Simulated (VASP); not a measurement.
# HfN (Fm-3m) in VASP: vibrations by perturbation theory with LDA

Aim: the vibrations by perturbation theory of HfN with LDA.

Everything below comes from runs of VASP 6.6.1. Logs are shortened: lines on timing, memory, paths and dates and some standing lists are left out, and cuts for length are marked.

## 1. The cell of the first run

The structure is cubic, space group Fm-3m (No. 225). The conventional cell has a = 4.468 Å, b = 4.468 Å, c = 4.468 Å, α = 90.00°, β = 90.00°, γ = 90.00°. Hf (site symmetry m-3m) has 6 N at 2.23 Å within 3.0 Å. Within 3.0 Å of N (site symmetry m-3m) lie 6 Hf at 2.23 Å.

## 2. Vibrations by perturbation theory, LDA

INCAR

```
SYSTEM = HfN
ALGO = Normal
EDIFF = 1E-8
ENCUT = 600
GGA = CA
GGA_COMPAT = .False.
IBRION = 8
ISIF = 2
ISMEAR = 1
LASPH = .True.
LCHARG = .True.
LREAL = .False.
LWAVE = .False.
NBANDS = 14
NELM = 120
NSW = 1
PREC = Accurate
SIGMA = 0.1
```

KPOINTS

```
k-points
0
Gamma
  16 16 16
  0 0 0
```

POSCAR

```
HfN
1.0
    0.0000000000      2.2340208352      2.2340208352
    2.2340208352      0.0000000000      2.2340208352
    2.2340208352      2.2340208352      0.0000000000
Hf N
1 1
Direct
    0.0000000000      0.0000000000      0.0000000000
    0.5000000000      0.5000000000      0.5000000000
```

Potentials or basis: VASP PAW LDA potentials, release 64 (Hf_pv, N).

Command:

```sh
> cat potpaw_LDA.64/Hf_pv/POTCAR potpaw_LDA.64/N/POTCAR > POTCAR
> mpirun -np 1 vasp_std > vasp.out
```

OUTCAR:

```text
SYSTEM = HfN
   EDIFF = 1E-8
   ENCUT = 600
   GGA = CA
   IBRION = 8
   ISIF = 2
   ISMEAR = 1
   LASPH = .True.
   LREAL = .False.
   NELM = 120
   NSW = 1
   PREC = Accurate

 ion  position               nearest neighbor table
   1  0.000  0.000  0.000-   2 2.23   2 2.23   2 2.23   2 2.23   2 2.23   2 2.23
   2  0.500  0.500  0.500-   1 2.23   1 2.23   1 2.23   1 2.23   1 2.23   1 2.23

  LATTYP: Found a face centered cubic cell.
 ALAT       =     4.4680416704

  Lattice vectors:

 A1 = (   0.0000000000,   2.2340208352,   2.2340208352)
 A2 = (   2.2340208352,   0.0000000000,   2.2340208352)
 A3 = (   2.2340208352,   2.2340208352,   0.0000000000)

Analysis of symmetry for initial positions (statically):
=====================================================================
 Subroutine PRICEL returns:
 Original cell was already a primitive cell.

 Routine SETGRP: Setting up the symmetry group for a
 face centered cubic supercell.

 Subroutine GETGRP returns: Found 48 space group operations
 (whereof 48 operations were pure point group operations)
 out of a pool of 48 trial point group operations.

The static configuration has the point symmetry O_h .

Analysis of symmetry for dynamics (positions and initial velocities):
=====================================================================
 Subroutine PRICEL returns:
 Original cell was already a primitive cell.

 Routine SETGRP: Setting up the symmetry group for a
 face centered cubic supercell.

 Subroutine GETGRP returns: Found 48 space group operations
 (whereof 48 operations were pure point group operations)
 out of a pool of 48 trial point group operations.

The dynamic configuration has the point symmetry O_h .

 Subroutine INISYM returns: Found 48 space group operations
 (whereof 48 operations are pure point group operations),
 and found     1 'primitive' translations

----------------------------------------------------------------------------------------

                                     Primitive cell

  volume of cell :      22.2993

  direct lattice vectors                    reciprocal lattice vectors
     0.000000000  2.234020835  2.234020835    -0.223811700  0.223811700  0.223811700
     2.234020835  0.000000000  2.234020835     0.223811700 -0.223811700  0.223811700
     2.234020835  2.234020835  0.000000000     0.223811700  0.223811700 -0.223811700

  length of vectors
     3.159382564  3.159382564  3.159382564     0.387653235  0.387653235  0.387653235

  position of ions in fractional coordinates (direct lattice)
     0.000000000  0.000000000  0.000000000
     0.500000000  0.500000000  0.500000000

  ion indices of the primitive-cell ions
   primitive index   ion index
                 1           1
                 2           2

----------------------------------------------------------------------------------------

 KPOINTS: k-points

Automatic generation of k-mesh.
 Grid dimensions read from file:
 generate k-points for:   16   16   16

 Generating k-lattice:

  Cartesian coordinates                     Fractional coordinates (reciprocal lattice)
    -0.013988231  0.013988231  0.013988231     0.062500000  0.000000000  0.000000000
     0.013988231 -0.013988231  0.013988231     0.000000000  0.062500000  0.000000000
     0.013988231  0.013988231 -0.013988231     0.000000000  0.000000000  0.062500000

  Length of vectors
     0.024228327  0.024228327  0.024228327

  Shift w.r.t. Gamma in fractional coordinates (k-lattice)
     0.000000000  0.000000000  0.000000000

[... 78 lines left out ...]
   IVDW    =     0    specifies the selected vdW correction
   LEPSILON=     F    determine dielectric tensor
   LRPA    =     F    only Hartree local field effects (RPA)
 non-spin polarized calculation
 Methfessel and Paxton  Order N= 1 SIGMA  =   0.10
  energy-cutoff  :      600.00
  volume of cell :       22.30
 maximum number of plane-waves:       757
 NGX is ok and might be reduce to    28
   NGX = 13   NGY = 13   NGZ = 13

--------------------------------------- Ionic step        1  -------------------------------------------

 number of electron      15.0000001 magnetization

 Free energy of the ion-electron system (eV)
  ---------------------------------------------------
  ext. energy  EPLUGINS =         0.00000000
  ---------------------------------------------------
  free energy    TOTEN  =       -23.87121715 eV

  energy without entropy =      -23.87080647  energy(sigma->0) =      -23.87108026

 E-fermi :   8.4889     XC(G=0): -13.1525

 val. band max:        8.4850924304   @ k =  -0.4375   0.3125   0.1250
 cond. band min:       8.4919569639   @ k =  -0.1250   0.0625   0.0000
 fundamental gap:      0.0068645335
 Fermi energy:         8.4888809414

 k-point     1 :       0.0000    0.0000    0.0000
  band No.  band energies     occupation
      1     -22.3074      2.00000
      2     -22.3074      2.00000
      3     -22.3074      2.00000
      4      -8.9276      2.00000
      5       5.5143      2.00000
      6       5.5143      2.00000
      7       5.5143      2.00000
      8       8.0886      2.00000
      9       8.0886      2.00000
     10       8.0886      2.00000
     11      10.4891      0.00000
     12      10.4891      0.00000
     13      10.8184      0.00000
     14      18.2290      0.00000
[... 377 lines left out ...]
      1     -22.4198      2.00000
      2     -22.3353      2.00000
      3     -22.3093      2.00000
      4      -8.6679      2.00000
      5       4.4754      2.00000
      6       4.7994      2.00000
      7       5.1381      2.00000
      8       8.2692      2.00805
      9       8.2798      2.01180
     10       8.7419     -0.00202
     11      10.7434      0.00000
     12      11.5925      0.00000
     13      11.7008      0.00000
     14      19.0546      0.00000

 [... further k-points ...]
[... 5 lines left out ...]
  --------------------------------------------------------------------------------------
  -------------------------------------------------------------------------------------
  Total       -0.1777555     -0.1777555     -0.1777555      0.0000000      0.0000000      0.0000000
  in kB      -12.7715050    -12.7715050    -12.7715050      0.0000000      0.0000000      0.0000000
  external PRESSURE =     -12.7715050 kB  Pullay stress =       0.0000000 kB

 VOLUME and BASIS-vectors are now :
 -----------------------------------------------------------------------------
  energy-cutoff  :      600.00
  volume of cell :       22.30
      direct lattice vectors                 reciprocal lattice vectors
     0.000000000  2.234020835  2.234020835    -0.223811700  0.223811700  0.223811700
     2.234020835  0.000000000  2.234020835     0.223811700 -0.223811700  0.223811700
     2.234020835  2.234020835  0.000000000     0.223811700  0.223811700 -0.223811700

 POSITION                                       TOTAL-FORCE (eV/Angst)
 -----------------------------------------------------------------------------------
      0.00000      0.00000      0.00000         0.000000      0.000000     -0.000000
      2.23402      2.23402      2.23402         0.000000      0.000000      0.000000
 -----------------------------------------------------------------------------------
    total drift:                                0.000000      0.000000      0.000000

  FREE ENERGIE OF THE ION-ELECTRON SYSTEM (eV)
  ---------------------------------------------------
  free  energy   TOTEN  =       -23.8712171531 eV

  energy  without entropy=      -23.8708064735  energy(sigma->0) =      -23.87108026

[... ionic steps 2 to 3 ...]

--------------------------------------- Ionic step        4  -------------------------------------------

------------------------ aborting loop because EDIFF is reached ----------------------------------------

[... ionic steps 5 to 6 ...]

--------------------------------------- Ionic step        7  -------------------------------------------

 Free energy of the ion-electron system (eV)
  ---------------------------------------------------
  ---------------------------------------------------
  free energy    TOTEN  =        -0.23008729 eV

  energy without entropy =       -0.23008729

------------------------ aborting loop because EDIFF is reached ----------------------------------------

 INTERNAL STRAIN TENSOR  FOR ION    2  DIRECTION 1   (eV/Angst):
 -----------------------------------------------------------------------------
    -0.08230 -0.00000 -0.00000
    -0.00000  0.03851 -0.00000
     0.00000 -0.00000  0.03851

 INTERNAL STRAIN TENSOR FOR ION    2 for displacements in x,y,z  (eV/Angst):
          X           Y           Z          XY          YZ          ZX
  --------------------------------------------------------------------------------
  x     0.00000     0.00000     0.00000     0.00000     0.00000     0.00000
  y     0.00000     0.00000     0.00000     0.00000     0.00000     0.00000
  z     0.00000     0.00000     0.00000     0.00000     0.00000     0.00000

 SECOND DERIVATIVES (NOT SYMMETRIZED)
 ------------------------------------
               1X          1Y          1Z          2X          2Y          2Z
  1X   -12.566070    0.000000    0.000000   12.566070    0.000000    0.000000
  1Y     0.000000  -12.566070    0.000000    0.000000   12.566070    0.000000
  1Z     0.000000    0.000000  -12.566070    0.000000    0.000000   12.566070
  2X    12.568435    0.000000    0.000000  -12.568435    0.000000    0.000000
  2Y     0.000000   12.568435    0.000000    0.000000  -12.568435    0.000000
  2Z     0.000000    0.000000   12.568435    0.000000    0.000000  -12.568435

 Eigenvectors and eigenvalues of the dynamical matrix
 ----------------------------------------------------

   1 f  =   15.381798 THz    96.646686 2PiTHz  513.081549 cm-1    63.613976 meV
             X         Y         Z           dx          dy          dz
      0.000000  0.000000  0.000000     0.000000    0.269672    0.000000
      2.234021  2.234021  2.234021     0.000000   -0.962952    0.000000
[... 21 lines left out ...]
   6 f/i=    0.000376 THz     0.002362 2PiTHz    0.012537 cm-1     0.001554 meV
             X         Y         Z           dx          dy          dz
      0.000000  0.000000  0.000000     0.000000    0.000000    0.962952
      2.234021  2.234021  2.234021     0.000000    0.000000    0.269672

--------------------------------------------------------------------------------------------------------

 ELASTIC MODULI CONTR FROM IONIC RELAXATION (kBar)
 Direction    XX          YY          ZZ          XY          YZ          ZX
 --------------------------------------------------------------------------------
 XX           0.0000      0.0000      0.0000      0.0000      0.0000      0.0000
 YY           0.0000      0.0000      0.0000      0.0000      0.0000      0.0000
 ZZ           0.0000      0.0000      0.0000      0.0000      0.0000      0.0000
 XY           0.0000      0.0000      0.0000      0.0000      0.0000      0.0000
 YZ           0.0000      0.0000      0.0000      0.0000      0.0000      0.0000
 ZX           0.0000      0.0000      0.0000      0.0000      0.0000      0.0000
 --------------------------------------------------------------------------------
```

Run time: 11 min. Hardware: 1 thread of Intel Xeon 8259CL, shared host; peak memory 0.4 GiB.

Results:

| Quantity | Value |
| --- | --- |
| Highest phonon frequency at Γ, LO-TO splitting left out | 513 cm⁻¹ |

Phonon frequencies in cm⁻¹ (negative: imaginary):
```tsv
q point	frequencies
(0.000, 0.000, 0.000)	0 0 0 513 513 513
```

Caveat: the cell wasn't relaxed at this level first, which shifts response properties; spin-orbit coupling is left out, which moves the levels of the heavy elements.
